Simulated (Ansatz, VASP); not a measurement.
# AlN: VASP beside Ansatz

POSCAR

```
AlN
1.0
    2.1839935596     -2.1839935596      0.0000000000
    2.1839935596      0.0000000000     -2.1839935596
   12.0119645778      7.0979790687      7.0979790687
Al N
6 6
Direct
    0.6198166667      0.6198166667      0.0624666667
   -0.6718500000     -0.6718500000      0.8958000000
    0.1614833333      0.1614833333      0.2291333333
    0.2448166667      0.2448166667      0.5624666667
   -0.2968500000     -0.2968500000      0.3958000000
   -0.2135166667     -0.2135166667      0.7291333333
    0.3385666667      0.3385666667      0.4374666667
    0.7969000000      0.7969000000      0.2708000000
   -0.1197666667     -0.1197666667      0.6041333333
   -0.0364333333     -0.0364333333      0.9374666667
   -0.5781000000     -0.5781000000      0.7708000000
    0.2552333333      0.2552333333      0.1041333333
```

The input INCAR.step1:

```
SYSTEM = AlN
PREC = Accurate
ENCUT = 520
ISMEAR = 0
SIGMA = 0.05
LREAL = .FALSE.
LASPH = .TRUE.
NELM = 60
NBANDS = 36
GGA = PE
ALGO = Normal
EDIFF = 1E-4
LWAVE = .TRUE.
LCHARG = .FALSE.
```

INCAR.step2

```
SYSTEM = AlN
PREC = Accurate
ENCUT = 520
EDIFF = 1E-6
ISMEAR = 0
SIGMA = 0.05
LREAL = .FALSE.
LASPH = .TRUE.
NELM = 60
ALGO = Normal
ISIF = 2
LWAVE = .FALSE.
LCHARG = .TRUE.
METAGGA = R2SCAN
LMIXTAU = .TRUE.
LELF = .TRUE.
LVHAR = .TRUE.
NBANDS = 36
ISTART = 1
```

KPOINTS

```
regular mesh
0
G
  8 8 2
  0 0 0
```

Input for Ansatz:

```yaml
crystal:
  lattice:
    - [2.1839935596, -2.1839935596, 0.0]
    - [2.1839935596, 0.0, -2.1839935596]
    - [12.0119645778, 7.0979790687, 7.0979790687]
  atoms:
    - { symbol: Al, position: [0.6198166667, 0.6198166667, 0.0624666667] }
    - { symbol: Al, position: [-0.67185, -0.67185, 0.8958] }
    - { symbol: Al, position: [0.1614833333, 0.1614833333, 0.2291333333] }
    - { symbol: Al, position: [0.2448166667, 0.2448166667, 0.5624666667] }
    - { symbol: Al, position: [-0.29685, -0.29685, 0.3958] }
    - { symbol: Al, position: [-0.2135166667, -0.2135166667, 0.7291333333] }
    - { symbol: "N", position: [0.3385666667, 0.3385666667, 0.4374666667] }
    - { symbol: "N", position: [0.7969, 0.7969, 0.2708] }
    - { symbol: "N", position: [-0.1197666667, -0.1197666667, 0.6041333333] }
    - { symbol: "N", position: [-0.0364333333, -0.0364333333, 0.9374666667] }
    - { symbol: "N", position: [-0.5781, -0.5781, 0.7708] }
    - { symbol: "N", position: [0.2552333333, 0.2552333333, 0.1041333333] }
basis:
  ecutwfc: 500
kpoints:
  mp_grid: { grid: [8, 8, 2] }
hamiltonian:
  xc: r2scan
scf:
  occupations: { method: gaussian, width: 0.05 }
output:
  forces: true
  stress: true
  eigenvalues: true
```

Alike in both runs: task single point; functional r2SCAN; k mesh 8 × 8 × 2; occupations gaussian, width 0.05 eV; no spin polarisation.

|  | VASP | Ansatz |
| --- | --- | --- |
| version | VASP 6.6.1 | Ansatz 0.2.0 |
| potentials or method | VASP PAW PBE potentials, release 64 (Al, N), cutoff 520 eV | scalar-relativistic, plane waves, PAW |
| valence electrons in the cell | 48 | 48 |

```csv
,VASP,Ansatz,Ansatz less VASP
gap on the k mesh at the Fermi level (eV),3.87,3.87,+0.007
least direct gap on the mesh (eV),4.29,4.29,+0.008
pressure (GPa),-2.2,-1.9,+0.38
"traceless stress, the component that is largest in VASP (GPa)",1.82,1.82,-0.004
rms of the force components (eV/Å),0.253,0.254,+0.0003
```

VASP's potentials were made for PBE, not for r2SCAN. Atom by atom the forces differ by 0.003 eV/Å (rms over components). With one functional, cell and mesh, what is left measures potentials, basis and numerics.
